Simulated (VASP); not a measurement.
# W (Fm-3m) in VASP: further runs, part 2 of 2

VASP 6.6.1. The steps go on from the part before.

### 3 Single point, PBEsol

This run uses another cell than the first one, of 15.92 Å³/atom, 0.951 times its volume.

Input file INCAR:

```
ALGO     = Normal         # electronic algorithm
EDIFF    = 1E-6           # SCF threshold, eV
ENCUT    = 500            # plane-wave cutoff, eV
GGA      = PS             # functional
GGA_COMPAT= F            
ISIF     = 2              # what is computed and relaxed
ISMEAR   = -1             # smearing method
LASPH    = T              # aspherical terms in the spheres
LCHARG   = F              # write CHGCAR
LREAL    = F              # projectors in reciprocal space
LWAVE    = F              # write WAVECAR
NBANDS   = 13             # bands
NELM     = 120            # most SCF steps
PREC     = Accurate       # precision mode
SIGMA    = 0.1            # smearing width, eV
```

Input file KPOINTS:

```
k-points
0
Gamma
  7 7 7
```

Input file POSCAR:

```
W
1.0
    0.0000000000      1.9964800861      1.9964800861
    1.9964800861      0.0000000000      1.9964800861
    1.9964800861      1.9964800861      0.0000000000
W
1
Direct
    0.0000000000      0.0000000000      0.0000000000
```

Potentials or basis: VASP PAW PBE potentials, release 64 (W_sv).

The run is started by

```bash
$ cat potpaw_PBE.64/W_sv/POTCAR > POTCAR
$ mpirun -np 1 vasp_std > vasp.out
```

OUTCAR:

```text
EDIFF = 1E-6
   ENCUT = 500
   GGA = PS
   ISIF = 2
   ISMEAR = -1
   LASPH = T
   LREAL = F
   NELM = 120
   PREC = Accurate

 ion  position               nearest neighbor table
   1  0.000  0.000  0.000-

  LATTYP: Found a face centered cubic cell.
 ALAT       =     3.9929601722

  Lattice vectors:

 A1 = (   0.0000000000,   1.9964800861,   1.9964800861)
 A2 = (   1.9964800861,   0.0000000000,   1.9964800861)
 A3 = (   1.9964800861,   1.9964800861,   0.0000000000)
[... 491 lines left out ...]
     11      22.2306      0.00000
     12      23.7546      0.00000
     13      27.1105      0.00000

------------------------ aborting loop because EDIFF is reached ----------------------------------------

  FORCE on cell =-STRESS in cart. coord.  units (eV):
  Direction    XX          YY          ZZ          XY          YZ          ZX
  --------------------------------------------------------------------------------------
  -------------------------------------------------------------------------------------
  Total        0.3500164      0.3500164      0.3500164      0.0000000      0.0000000     -0.0000000
  in kB       35.2349846     35.2349846     35.2349846      0.0000000      0.0000000     -0.0000000
  external PRESSURE =      35.2349846 kB  Pullay stress =       0.0000000 kB

 VOLUME and BASIS-vectors are now :
 -----------------------------------------------------------------------------
  energy-cutoff  :      500.00
  volume of cell :       15.92
      direct lattice vectors                 reciprocal lattice vectors
     0.000000000  1.996480086  1.996480086    -0.250440765  0.250440765  0.250440765
     1.996480086  0.000000000  1.996480086     0.250440765 -0.250440765  0.250440765
     1.996480086  1.996480086  0.000000000     0.250440765  0.250440765 -0.250440765

 POSITION                                       TOTAL-FORCE (eV/Angst)
 -----------------------------------------------------------------------------------
      0.00000      0.00000      0.00000         0.000000     -0.000000      0.000000
 -----------------------------------------------------------------------------------
    total drift:                                0.000000      0.000000     -0.000000

  FREE ENERGIE OF THE ION-ELECTRON SYSTEM (eV)
  ---------------------------------------------------
  free  energy   TOTEN  =       -13.3003494608 eV

  energy  without entropy=      -13.2508513138  energy(sigma->0) =      -13.27560039
```

stdout:

```text
POSCAR found type information on POSCAR W
 POSCAR found :  1 types and       1 ions
 scaLAPACK will be used
 -----------------------------------------------------------------------------
|                                                                             |
|                                                                             |
|     You enforced a specific xc type in the INCAR file but a different       |
|     I HOPE YOU KNOW WHAT YOU ARE DOING!                                     |
|                                                                             |
 -----------------------------------------------------------------------------

 LDA part: xc-table for (Slater+PW92), standard interpolation
 POSCAR, INCAR and KPOINTS ok, starting setup
 FFT: planning ... GRIDC
 FFT: planning ... GRID_SOFT
 FFT: planning ... GRID
 WAVECAR not read
 entering main loop
```

Run time: 10 s. Hardware: 1 thread of Intel Xeon 8259CL, shared host; peak memory 0.14 GiB.

What came out:

| Property | Result |
| --- | --- |
| Free energy | -13.3003 eV |
| Pressure | 3.5 GPa |
| Band gap on the k mesh | zero (band 7 reaches 13.08 eV, above the bottom of band 8 at 10.14 eV) |

Caveat: the k points lie up to 0.39 Å⁻¹ apart; the PAW data sets were made with another functional, which shifts forces and pressure a little; spin-orbit coupling is left out, which moves the levels of the heavy elements.

### 4 Single point, PBEsol

This run uses another cell than the first one, of 16.07 Å³/atom, 0.961 times its volume.

INCAR: that of step 3 with these lines changed.

```diff
@@ -8,4 +8,6 @@
 LASPH    = T              # aspherical terms in the spheres
-LCHARG   = F              # write CHGCAR
+LCHARG   = T              # write CHGCAR
+LELF     = T              # ELF
 LREAL    = F              # projectors in reciprocal space
+LVHAR    = T            
 LWAVE    = F              # write WAVECAR
```

KPOINTS is that of step 3.

Input file POSCAR:

```
W
1.0
    0.0000000000      2.0029858826      2.0029858826
    2.0029858826      0.0000000000      2.0029858826
    2.0029858826      2.0029858826      0.0000000000
W
1
Direct
    0.0000000000      0.0000000000      0.0000000000
```

Potentials or basis: VASP PAW PBE potentials, release 64 (W_sv).

The run is started by

```bash
$ cat potpaw_PBE.64/W_sv/POTCAR > POTCAR
$ mpirun -np 1 vasp_std > vasp.out
```

OUTCAR:

```text
EDIFF = 1E-6
   ENCUT = 500
   GGA = PS
   ISIF = 2
   ISMEAR = -1
   LASPH = T
   LREAL = F
   NELM = 120
   PREC = Accurate

 ion  position               nearest neighbor table
   1  0.000  0.000  0.000-

  LATTYP: Found a face centered cubic cell.
 ALAT       =     4.0059717652

  Lattice vectors:

 A1 = (   0.0000000000,   2.0029858826,   2.0029858826)
 A2 = (   2.0029858826,   0.0000000000,   2.0029858826)
 A3 = (   2.0029858826,   2.0029858826,   0.0000000000)
[... 491 lines left out ...]
     11      21.9629      0.00000
     12      23.4704      0.00000
     13      26.8233      0.00000

------------------------ aborting loop because EDIFF is reached ----------------------------------------

  FORCE on cell =-STRESS in cart. coord.  units (eV):
  Direction    XX          YY          ZZ          XY          YZ          ZX
  --------------------------------------------------------------------------------------
  -------------------------------------------------------------------------------------
  Total        0.0508662      0.0508662      0.0508662      0.0000000     -0.0000000      0.0000000
  in kB        5.0707957      5.0707957      5.0707957      0.0000000     -0.0000000      0.0000000
  external PRESSURE =       5.0707957 kB  Pullay stress =       0.0000000 kB

 VOLUME and BASIS-vectors are now :
 -----------------------------------------------------------------------------
  energy-cutoff  :      500.00
  volume of cell :       16.07
      direct lattice vectors                 reciprocal lattice vectors
     0.000000000  2.002985883  2.002985883    -0.249627321  0.249627321  0.249627321
     2.002985883  0.000000000  2.002985883     0.249627321 -0.249627321  0.249627321
     2.002985883  2.002985883  0.000000000     0.249627321  0.249627321 -0.249627321

 POSITION                                       TOTAL-FORCE (eV/Angst)
 -----------------------------------------------------------------------------------
      0.00000      0.00000      0.00000         0.000000      0.000000      0.000000
 -----------------------------------------------------------------------------------
    total drift:                               -0.000000      0.000000      0.000000

  FREE ENERGIE OF THE ION-ELECTRON SYSTEM (eV)
  ---------------------------------------------------
  free  energy   TOTEN  =       -13.3024098811 eV

  energy  without entropy=      -13.2529619183  energy(sigma->0) =      -13.27768590
```

stdout:

```text
POSCAR found type information on POSCAR W
 POSCAR found :  1 types and       1 ions
 scaLAPACK will be used
 -----------------------------------------------------------------------------
|                                                                             |
|                                                                             |
|     You enforced a specific xc type in the INCAR file but a different       |
|     I HOPE YOU KNOW WHAT YOU ARE DOING!                                     |
|                                                                             |
 -----------------------------------------------------------------------------

 LDA part: xc-table for (Slater+PW92), standard interpolation
 POSCAR, INCAR and KPOINTS ok, starting setup
 FFT: planning ... GRIDC
 FFT: planning ... GRID_SOFT
 FFT: planning ... GRID
 WAVECAR not read
 entering main loop
```

It took 13 s on 1 thread of Intel Xeon 8259CL, shared host; peak memory 0.13 GiB.

Results:

- Free energy: -13.3024 eV
- Pressure: 0.5 GPa
- Band gap on the k mesh: zero (band 7 reaches 12.89 eV, above the bottom of band 8 at 10.01 eV)

Caveat: the k points lie up to 0.39 Å⁻¹ apart; the PAW data sets were made with another functional, which shifts forces and pressure a little; spin-orbit coupling is left out, which moves the levels of the heavy elements.

### 5 The runs side by side

| cell | gap on the mesh (eV) | pressure (GPa) |
| --- | --- | --- |
| a = 2.871 Å, angles 60.0°, 1 atom | none | -10.7 |
| a = 2.823 Å, angles 60.0°, 1 atom | none | 3.5 |
| a = 2.833 Å, angles 60.0°, 1 atom | none | 0.5 |

Alike in all rows: task single point; level PBEsol; potentials or basis VASP PAW PBE potentials, release 64 (W_sv); no spin polarisation; k mesh 7 × 7 × 7; cutoff (eV) 500; smearing fermi-dirac 0.1 eV.

Caveats: all runs use coarse meshes; the PAW data sets were made with another functional, which shifts forces and pressure a little; spin-orbit coupling is left out, which moves the levels of the heavy elements.

Total energies depend on the potentials used, so only differences within one code and one set of settings carry meaning.
